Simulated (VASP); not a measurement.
# Fe9Co7 (Pm-3m) in VASP: single point with r2SCAN

Aim: the single point of Fe9Co7 with r2SCAN.

All numbers are computed with VASP 6.6.1; they aren't measurements. Logs are shortened: lines on timing, memory, paths and dates and some standing lists are left out, and cuts for length are marked.

## (1) The cell of the first run

The structure is cubic, space group Pm-3m (No. 221). The conventional cell has a = 5.674 Å, b = 5.674 Å, c = 5.674 Å, α = 90.00°, β = 90.00°, γ = 90.00°. Fe (site symmetry 3m) has 7 Co at 2.45 to 2.46 Å and 7 Fe at 2.46 to 2.84 Å within 3.2 Å. Within 3.2 Å of Fe (site symmetry m-3m) lie 8 Fe at 2.46 Å and 6 Co at 2.84 Å. Within 3.2 Å of Co (site symmetry 4/mmm) lie 8 Fe at 2.46 Å and 6 Co at 2.84 Å. Co (site symmetry 4/mmm) has 10 Fe at 2.46 to 2.84 Å and 4 Co at 2.84 Å within 3.2 Å. Co (site symmetry m-3m) has 8 Fe at 2.45 Å and 6 Co at 2.84 Å within 3.2 Å.

## (2) Single point, r2SCAN, collinear spin, ferromagnetic start

File POSCAR:

```
Fe9Co7
1.0
    5.6743833188      0.0000000000      0.0000000000
    0.0000000000      5.6743833188      0.0000000000
    0.0000000000      0.0000000000      5.6743833188
Fe Co
9 7
Direct
    0.7496068022      0.7496068022      0.7496068022
    0.2503931978      0.7496068022      0.7496068022
    0.2503931978      0.2503931978      0.2503931978
    0.7496068022      0.2503931978      0.7496068022
    0.7496068022      0.7496068022      0.2503931978
    0.7496068022      0.2503931978      0.2503931978
    0.2503931978      0.2503931978      0.7496068022
    0.2503931978      0.7496068022      0.2503931978
    0.0000000000      0.0000000000      0.0000000000
    0.0000000000      0.5000000000      0.5000000000
    0.5000000000      0.0000000000      0.0000000000
    0.5000000000      0.5000000000      0.0000000000
    0.5000000000      0.0000000000      0.5000000000
    0.0000000000      0.0000000000      0.5000000000
    0.5000000000      0.5000000000      0.5000000000
    0.0000000000      0.5000000000      0.0000000000
```

File INCAR.step1:

```
PREC = Accurate
ENCUT = 660
ISMEAR = 0
SIGMA = 0.1
LREAL = F
LASPH = T
NELM = 200
ISPIN = 2
MAGMOM = 3.34 3.34 3.34 3.34 3.34 3.34 3.34 3.34 2.91 2.12 2.13 2.12 2.12 2.13 2.13 2.13
LMAXMIX = 4
NBANDS = 86
GGA = PE
ALGO = Normal
EDIFF = 1E-5
LWAVE = T
LCHARG = F
GGA_COMPAT = F
KPAR = 4
```

File INCAR.step2:

```
PREC = Accurate
ENCUT = 660
EDIFF = 1E-6
ISMEAR = 0
SIGMA = 0.1
LREAL = F
LASPH = T
NELM = 200
ALGO = Normal
ISIF = 2
LWAVE = F
LCHARG = F
ISPIN = 2
MAGMOM = 3.34 3.34 3.34 3.34 3.34 3.34 3.34 3.34 2.91 2.12 2.13 2.12 2.12 2.13 2.13 2.13
LORBIT = 11
LMAXMIX = 4
METAGGA = R2SCAN
LMIXTAU = T
NBANDS = 86
ISTART = 1
GGA_COMPAT = F
KPAR = 4
```

File KPOINTS:

```
regular mesh
0
Gamma
  6 6 6
```

Potentials or basis: VASP PAW PBE potentials, release 64 (Fe, Co).

Started as:

```console
$ cat potpaw_PBE.64/Fe/POTCAR potpaw_PBE.64/Co/POTCAR > POTCAR
$ cp INCAR.step1 INCAR
$ mpirun -np 4 vasp_std > vasp.out
$ cp INCAR.step2 INCAR
$ mpirun -np 4 vasp_std > vasp.out
```

OUTCAR:

```text
PREC = Accurate
   ENCUT = 660
   EDIFF = 1E-6
   ISMEAR = 0
   LREAL = F
   LASPH = T
   NELM = 200
   ISIF = 2
   ISPIN = 2
   LORBIT = 11
   METAGGA = R2SCAN
   ISTART = 1

 ion  position               nearest neighbor table
   1  0.750  0.750  0.750-  15 2.45  12 2.46  13 2.46  10 2.46  14 2.46  11 2.46  16 2.46   9 2.46
                             5 2.83   2 2.83   4 2.83   5 2.84   2 2.84   4 2.84
   2  0.250  0.750  0.750-  15 2.45  12 2.46  13 2.46  10 2.46  14 2.46  11 2.46  16 2.46   9 2.46
                             8 2.83   1 2.83   7 2.83   8 2.84   7 2.84   1 2.84
   3  0.250  0.250  0.250-  15 2.45  12 2.46  13 2.46  10 2.46  14 2.46  11 2.46  16 2.46   9 2.46
                             8 2.83   6 2.83   7 2.83   7 2.84   8 2.84   6 2.84
   4  0.750  0.250  0.750-  15 2.45  12 2.46  13 2.46  10 2.46  14 2.46  11 2.46  16 2.46   9 2.46
                             7 2.83   1 2.83   6 2.83   6 2.84   7 2.84   1 2.84
   5  0.750  0.750  0.250-  15 2.45  12 2.46  13 2.46  10 2.46  14 2.46  11 2.46  16 2.46   9 2.46
                             8 2.83   1 2.83   6 2.83   6 2.84   8 2.84   1 2.84
   6  0.750  0.250  0.250-  15 2.45  12 2.46  13 2.46  10 2.46  14 2.46  11 2.46  16 2.46   9 2.46
                             5 2.83   3 2.83   4 2.83   3 2.84   4 2.84   5 2.84
   7  0.250  0.250  0.750-  15 2.45  12 2.46  13 2.46  10 2.46  14 2.46  11 2.46  16 2.46   9 2.46
                             4 2.83   2 2.83   3 2.83   3 2.84   2 2.84   4 2.84
   8  0.250  0.750  0.250-  15 2.45  12 2.46  13 2.46  10 2.46  14 2.46  11 2.46  16 2.46   9 2.46
                             5 2.83   2 2.83   3 2.83   3 2.84   2 2.84   5 2.84
   9  0.000  0.000  0.000-   1 2.46   2 2.46   3 2.46   4 2.46   5 2.46   6 2.46   7 2.46   8 2.46
                            11 2.84  14 2.84  16 2.84  14 2.84  16 2.84  11 2.84
  10  0.000  0.500  0.500-   1 2.46   2 2.46   3 2.46   4 2.46   5 2.46   6 2.46   7 2.46   8 2.46
                            14 2.84  15 2.84  16 2.84  16 2.84  14 2.84  15 2.84
  11  0.500  0.000  0.000-   1 2.46   2 2.46   3 2.46   4 2.46   5 2.46   6 2.46   7 2.46   8 2.46
                             9 2.84  12 2.84  13 2.84  13 2.84  12 2.84   9 2.84
  12  0.500  0.500  0.000-   1 2.46   2 2.46   3 2.46   4 2.46   5 2.46   6 2.46   7 2.46   8 2.46
                            11 2.84  15 2.84  16 2.84  15 2.84  11 2.84  16 2.84
  13  0.500  0.000  0.500-   1 2.46   2 2.46   3 2.46   4 2.46   5 2.46   6 2.46   7 2.46   8 2.46
                            11 2.84  14 2.84  15 2.84  11 2.84  15 2.84  14 2.84
  14  0.000  0.000  0.500-   1 2.46   2 2.46   3 2.46   4 2.46   5 2.46   6 2.46   7 2.46   8 2.46
                             9 2.84  10 2.84  13 2.84   9 2.84  10 2.84  13 2.84
  15  0.500  0.500  0.500-   1 2.45   2 2.45   3 2.45   4 2.45   5 2.45   6 2.45   7 2.45   8 2.45
                            10 2.84  12 2.84  13 2.84  12 2.84  13 2.84  10 2.84
  16  0.000  0.500  0.000-   1 2.46   2 2.46   3 2.46   4 2.46   5 2.46   6 2.46   7 2.46   8 2.46
                             9 2.84  10 2.84  12 2.84  10 2.84   9 2.84  12 2.84

  LATTYP: Found a simple cubic cell.
 ALAT       =     5.6743833188

  Lattice vectors:

 A1 = (   5.6743833188,   0.0000000000,   0.0000000000)
 A2 = (   0.0000000000,   5.6743833188,   0.0000000000)
 A3 = (   0.0000000000,   0.0000000000,   5.6743833188)

Analysis of symmetry for initial positions (statically):
=====================================================================
 Subroutine PRICEL returns:
 Original cell was already a primitive cell.

 Routine SETGRP: Setting up the symmetry group for a
 simple cubic supercell.

 Subroutine GETGRP returns: Found 48 space group operations
 (whereof 48 operations were pure point group operations)
 out of a pool of 48 trial point group operations.

The static configuration has the point symmetry O_h .

Analysis of symmetry for dynamics (positions and initial velocities):
=====================================================================
 Subroutine PRICEL returns:
 Original cell was already a primitive cell.

 Routine SETGRP: Setting up the symmetry group for a
 simple cubic supercell.

 Subroutine GETGRP returns: Found 48 space group operations
 (whereof 48 operations were pure point group operations)
 out of a pool of 48 trial point group operations.

The dynamic configuration has the point symmetry O_h .

Analysis of structural, dynamic, and magnetic symmetry:
=====================================================================
 Subroutine PRICEL returns:
 Original cell was already a primitive cell.

 Routine SETGRP: Setting up the symmetry group for a
 simple cubic supercell.

 Subroutine GETGRP returns: Found 48 space group operations
 (whereof 48 operations were pure point group operations)
 out of a pool of 48 trial point group operations.

The overall configuration has the point symmetry O_h .

 Subroutine INISYM returns: Found 48 space group operations
 (whereof 48 operations are pure point group operations),
 and found     1 'primitive' translations

----------------------------------------------------------------------------------------

                                     Primitive cell

  volume of cell :     182.7073

  direct lattice vectors                    reciprocal lattice vectors
     5.674383319  0.000000000  0.000000000     0.176230604  0.000000000  0.000000000
     0.000000000  5.674383319  0.000000000     0.000000000  0.176230604  0.000000000
[... 93 lines left out ...]
   dimension x,y,z NGX =    48 NGY =   48 NGZ =   48
   dimension x,y,z NGXF=    96 NGYF=   96 NGZF=   96
   ions per type =               9   7
   NGX,Y,Z   is equivalent  to a cutoff of  14.06, 14.06, 14.06 a.u.
   NGXF,Y,Z  is equivalent  to a cutoff of  28.13, 28.13, 28.13 a.u.
 SYSTEM =  unknown system
   PREC   = accura    normal or accurate (medium, high low for compatibility)
   ISTART =      1    job   : 0-new  1-cont  2-samecut
   ICHARG =      0    charge: 1-file 2-atom 10-const
   ISPIN  =      2    spin polarized calculation?
   LNONCOLLINEAR =      F non collinear calculations
   LSORBIT =      F    spin-orbit coupling
   LASPH  =      T    aspherical Exc in radial PAW
   ENCUT  =  660.0 eV  48.51 Ry    6.96 a.u.  11.89 11.89 11.89*2*pi/ulx,y,z
   NELM   =    200;   NELMIN=  2; NELMDL=  0     # of ELM steps
   EDIFF  = 0.1E-05   stopping-criterion for ELM
   LREAL  =      F    real-space projection
   EDIFFG = 0.1E-04   stopping-criterion for IOM
   NSW    =      0    number of steps for IOM
   IBRION =     -1    ionic relax: 0-MD 1-quasi-New 2-CG
   NFREE  =      0    steps in history (QN), initial steepest desc. (CG)
   ISIF   =      2    stress and relaxation
   ISYM   =      2    0-nonsym 1-usesym 2-fastsym
   POTIM  = 0.5000    time-step for ionic-motion
   TEBEG  =    0.0;   TEEND  =   0.0 temperature during run
   PSTRESS=    0.0 pullay stress
   NELECT =     135.0000    total number of electrons
   NUPDOWN=      -1.0000    fix difference up-down
   EMIN   =  10.00;   EMAX   =-10.00  energy-range for DOS
   EFERMI =   0.00;   METHOD = LEGACY
   ISMEAR =     0;   SIGMA  =   0.10  broadening in eV -4-tet -1-fermi 0-gaus
   EFERMI_NEDOS =   21; number of points for ismear=-14 and -15
   IALGO  =     38    algorithm
   IMIX   =      4    mixing-type and parameters
     AMIX     =   0.40;   BMIX     =  1.00
     AMIX_MAG =   1.60;   BMIX_MAG =  1.00
  volume/ion in A,a.u.               =      11.42        77.06
  Fermi-wavevector in a.u.,A,eV,Ry     =   1.480019  2.796831 29.802984  2.190458
  Thomas-Fermi vector in A             =   2.594105
   LORBIT       =     11    0 simple, 1 ext, 2 COOP (PROOUT), +10 PAW based schemes
   METAGGA = R2SCAN    functional components
   LHFCALC =     F    Hartree Fock is set to
   AEXX    =    0.0000 exact exchange contribution
   IVDW    =     0    specifies the selected vdW correction
   LEPSILON=     F    determine dielectric tensor
   LRPA    =     F    only Hartree local field effects (RPA)
 spin polarized calculation
 Gauss-broadening in eV      SIGMA  =   0.10
  energy-cutoff  :      660.00
  volume of cell :      182.71
 maximum number of plane-waves:      7088
 NGX is ok and might be reduce to    48
   NGX = 23   NGY = 23   NGZ = 23

 number of electron     135.0000018 magnetization      36.7806745

 Free energy of the ion-electron system (eV)
  ---------------------------------------------------
  ext. energy  EPLUGINS =         0.00000000
  ---------------------------------------------------
  free energy    TOTEN  =      -224.69611661 eV

  energy without entropy =     -224.66730351  energy(sigma->0) =     -224.68171006

 E-fermi :   8.2010     XC(G=0): -14.2631

 val. band max:        8.1865442236   @ k =   0.3333   0.1667   0.1667
 cond. band min:       8.2245648165   @ k =   0.3333   0.1667   0.1667
 fundamental gap:      0.0380205928
 Fermi energy:         8.2009586491

 spin component 1

 k-point     1 :       0.0000    0.0000    0.0000
  band No.  band energies     occupation
      1      -1.3870      1.00000
      2       1.7479      1.00000
      3       1.7480      1.00000
      4       1.8004      1.00000
      5       1.8787      1.00000
      6       1.8787      1.00000
[... 1629 lines left out ...]
     78       6.0633      1.00000
     79       6.0633      1.00000
 Fermi energy:         8.2009586491

 spin component 2

 k-point     1 :       0.0000    0.0000    0.0000
  band No.  band energies     occupation
      1      -1.9888      1.00000
      2       2.4794      1.00000
      3       2.4795      1.00000
      4       2.6057      1.00000
      5       2.6576      1.00000
      6       2.6577      1.00000
[... 1629 lines left out ...]
     78       9.4022      0.00000
     79       9.4023      0.00000
 [bands above 79 left out]

------------------------ aborting loop because EDIFF is reached ----------------------------------------

  FORCE on cell =-STRESS in cart. coord.  units (eV):
  Direction    XX          YY          ZZ          XY          YZ          ZX
  --------------------------------------------------------------------------------------
  -------------------------------------------------------------------------------------
  Total       -2.6420320     -2.6420320     -2.6420320     -0.0000000     -0.0000000      0.0000000
  in kB      -23.1682186    -23.1682186    -23.1682186     -0.0000000     -0.0000000      0.0000000
  external PRESSURE =     -23.1682186 kB  Pullay stress =       0.0000000 kB

 VOLUME and BASIS-vectors are now :
 -----------------------------------------------------------------------------
  energy-cutoff  :      660.00
  volume of cell :      182.71
      direct lattice vectors                 reciprocal lattice vectors
     5.674383319  0.000000000  0.000000000     0.176230604  0.000000000  0.000000000
     0.000000000  5.674383319  0.000000000     0.000000000  0.176230604  0.000000000
     0.000000000  0.000000000  5.674383319     0.000000000  0.000000000  0.176230604

 POSITION                                       TOTAL-FORCE (eV/Angst)
 -----------------------------------------------------------------------------------
      4.25356      4.25356      4.25356         0.028128      0.028128      0.028128
      1.42083      4.25356      4.25356        -0.028128      0.028128      0.028128
      1.42083      1.42083      1.42083        -0.028128     -0.028128     -0.028128
      4.25356      1.42083      4.25356         0.028128     -0.028128      0.028128
      4.25356      4.25356      1.42083         0.028128      0.028128     -0.028128
      4.25356      1.42083      1.42083         0.028128     -0.028128     -0.028128
[... 8 lines left out ...]
      2.83719      2.83719      2.83719        -0.000000      0.000000      0.000000
      0.00000      2.83719      0.00000        -0.000000      0.000000      0.000000
 -----------------------------------------------------------------------------------
    total drift:                                0.000000      0.000000      0.000000

  FREE ENERGIE OF THE ION-ELECTRON SYSTEM (eV)
  ---------------------------------------------------
  free  energy   TOTEN  =      -224.6961166141 eV

  energy  without entropy=     -224.6673035142  energy(sigma->0) =     -224.68171006

 total charge

# of ion       s       p       d       tot
------------------------------------------
    1        0.481   0.563   6.129   7.172
    2        0.481   0.563   6.129   7.172
    3        0.481   0.563   6.129   7.172
    4        0.481   0.563   6.129   7.172
    5        0.481   0.563   6.129   7.172
    6        0.481   0.563   6.129   7.172
[... 8 lines left out ...]
   15        0.505   0.551   7.235   8.291
   16        0.505   0.552   7.227   8.284
--------------------------------------------------
tot          7.857   8.904 105.927 122.689

 magnetization (x)

# of ion       s       p       d       tot
------------------------------------------
    1        0.002  -0.093   2.961   2.870
    2        0.002  -0.093   2.961   2.870
    3        0.002  -0.093   2.961   2.870
    4        0.002  -0.093   2.961   2.870
    5        0.002  -0.093   2.961   2.870
    6        0.002  -0.093   2.961   2.870
[... 8 lines left out ...]
   15       -0.013  -0.108   1.897   1.776
   16       -0.017  -0.112   1.909   1.780
--------------------------------------------------
tot         -0.097  -1.620  39.559  37.843
```

Run time: 59 min. Hardware: 4 MPI ranks of Intel Xeon Platinum 8559C (Emerald Rapids), shared host; peak memory 0.9 GiB.

Results:

```
Free energy                                           : -224.6961 eV
Pressure                                              : -2.3 GPa
Largest force                                         : 0.049 eV/Å
Net moment                                            : 36.78 μB per cell
Site moments                                          : Fe +2.87, +2.45 (each value once); Co +1.77, +1.78 (each value once) μB
Valence electrons inside the program's atomic spheres : Fe 7.17, 7.30 (each value once); Co 8.29, 8.28 (each value once)
```

Forces on the atoms (eV/Å):
```
Fe   0.028  0.028  0.028
Fe  -0.028  0.028  0.028
Fe  -0.028 -0.028 -0.028
Fe   0.028 -0.028  0.028
Fe   0.028  0.028 -0.028
Fe   0.028 -0.028 -0.028
Fe  -0.028 -0.028  0.028
Fe  -0.028  0.028 -0.028
Fe   0.000  0.000  0.000
Co   0.000  0.000  0.000
Co   0.000  0.000  0.000
Co   0.000  0.000  0.000
Co   0.000  0.000  0.000
Co   0.000  0.000  0.000
Co   0.000  0.000  0.000
Co   0.000  0.000  0.000
```

Caveat: the highest band is partly filled, so the run has too few bands; the PAW data sets were made with another functional, which shifts forces and pressure a little.
